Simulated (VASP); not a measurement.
Write the native input for VASP 6.6.1 that does the following.

| Property | Result |
| --- | --- |
| Task | single point |
| Functional | PBEsol |
| Potentials or basis | VASP PAW PBE potentials, release 64 (Ga_d, As, Bi_d) |
| Cutoff | 500 eV |
| k mesh | 1 × 1 × 1, shifted |
| Occupations | fermi-dirac, width 0.05 eV |
| Spin | no spin polarisation |
| Dipole correction | no |
| Further INCAR settings | LREAL = Auto; ALGO = Normal; EDIFF = 1e-06; NBANDS = 346; ISYM = -1 |

The structure of Ga8BiAs7 lies in POSCAR:

```
Ga8BiAs7
1.0
   11.4803979476      0.0000000000      0.0000000000
    0.0000000000     11.4803979476      0.0000000000
    0.0000000000      0.0000000000     11.4803979476
Ga As Bi
32 28 4
Direct
    0.0016280000      0.9974690000      0.0012650000
    0.0001340000      0.0014100000      0.4989500000
    0.0085520000      0.4907280000      0.0090230000
    0.0020130000      0.5020960000      0.4990750000
    0.4982850000      0.0007870000      0.0010180000
    0.4913130000      0.9896060000      0.4921320000
    0.5018360000      0.5212360000      0.9995590000
    0.4981800000      0.5006000000      0.4984420000
    0.2396520000      0.2386440000      0.9928670000
    0.2479710000      0.2502550000      0.4990270000
    0.2483800000      0.7522820000      0.0000370000
    0.2497980000      0.7503310000      0.4998360000
    0.7598770000      0.2404410000      0.0102240000
    0.7602420000      0.2583100000      0.4905720000
    0.7413970000      0.7595580000      0.0117250000
    0.7497500000      0.7519490000      0.4978570000
    0.2486580000      0.9997830000      0.2492350000
    0.2485810000      0.9981280000      0.7481410000
    0.2414490000      0.5090990000      0.2601220000
    0.2480110000      0.5021980000      0.7498320000
    0.7516980000      0.9980920000      0.2526380000
    0.7586890000      0.9919880000      0.7595170000
    0.7504650000      0.5016010000      0.2497160000
    0.7505210000      0.4998250000      0.7263820000
    0.0022980000      0.2486020000      0.2519190000
    0.9998290000      0.2496940000      0.7491360000
    0.9981830000      0.7514060000      0.2505660000
    0.0094010000      0.7573840000      0.7424080000
    0.5088050000      0.2414100000      0.2586650000
    0.4771950000      0.2495880000      0.7509630000
    0.4972250000      0.7511760000      0.2524400000
    0.4993040000      0.7524960000      0.7485100000
    0.1219750000      0.1215820000      0.1260320000
    0.1247880000      0.1248190000      0.6246120000
    0.1239460000      0.6283540000      0.1274710000
    0.1270330000      0.6261580000      0.6221720000
    0.6277920000      0.1190790000      0.1284770000
    0.6241770000      0.6310140000      0.1324230000
    0.6214880000      0.6290710000      0.6182210000
    0.3683170000      0.3785040000      0.6219460000
    0.3739560000      0.8751700000      0.1256750000
    0.3717610000      0.8731290000      0.6241930000
    0.8778620000      0.3725780000      0.1310670000
    0.8817720000      0.3745990000      0.6187080000
    0.8757520000      0.8774120000      0.1275990000
    0.8775860000      0.8753110000      0.6227090000
    0.3723230000      0.1223430000      0.3753220000
    0.3678660000      0.1183510000      0.8754140000
    0.3740180000      0.6276060000      0.3774040000
    0.3716960000      0.6316970000      0.8721180000
    0.8775500000      0.1245820000      0.3727360000
    0.8808260000      0.1223890000      0.8779740000
    0.8750760000      0.6257490000      0.3751380000
    0.1228050000      0.3753050000      0.3770110000
    0.1251470000      0.3722800000      0.8729670000
    0.1246670000      0.8751230000      0.3750890000
    0.1264810000      0.8769610000      0.8747170000
    0.6271380000      0.3781040000      0.3745560000
    0.6242080000      0.8733170000      0.3727840000
    0.6222270000      0.8754610000      0.8781490000
    0.6245740000      0.1246810000      0.6238800000
    0.3730830000      0.3753400000      0.1256950000
    0.8744480000      0.6257620000      0.8760320000
    0.6268410000      0.3742460000      0.8735330000
```

The input as run:

INCAR

```
SYSTEM = Ga8BiAs7
PREC = Accurate
ENCUT = 500
EDIFF = 1E-6
ISMEAR = -1
SIGMA = 0.05
LREAL = Auto
LASPH = .TRUE.
NELM = 120
ALGO = Normal
ISIF = 2
LWAVE = .FALSE.
LCHARG = .FALSE.
GGA = PS
NBANDS = 346
ISYM = -1
GGA_COMPAT = .FALSE.
```

KPOINTS

```
explicit points
1
Reciprocal
  0.25000000   0.25000000   0.25000000 1
```

Potentials or basis: VASP PAW PBE potentials, release 64 (Ga_d, As, Bi_d).

Run with:

```sh
$ cat potpaw_PBE.64/Ga_d/POTCAR potpaw_PBE.64/As/POTCAR potpaw_PBE.64/Bi_d/POTCAR > POTCAR
$ mpirun -np 1 vasp_std > vasp.out
```

Results of the run:

The pressure is 0.1 GPa and the largest force is 0.023 eV/Å. The band gap on the k mesh is 0.90 eV.

Caveat: the PAW data sets were made with another functional, which shifts forces and pressure a little; spin-orbit coupling is left out, which moves the levels of the heavy elements; a shifted mesh leaves out Γ, where band edges can lie.

Run time: 35 min on 1 thread of AMD EPYC 7R43 64-Core Processor (Zen 3) (shared host), peak memory 1.4 GiB.
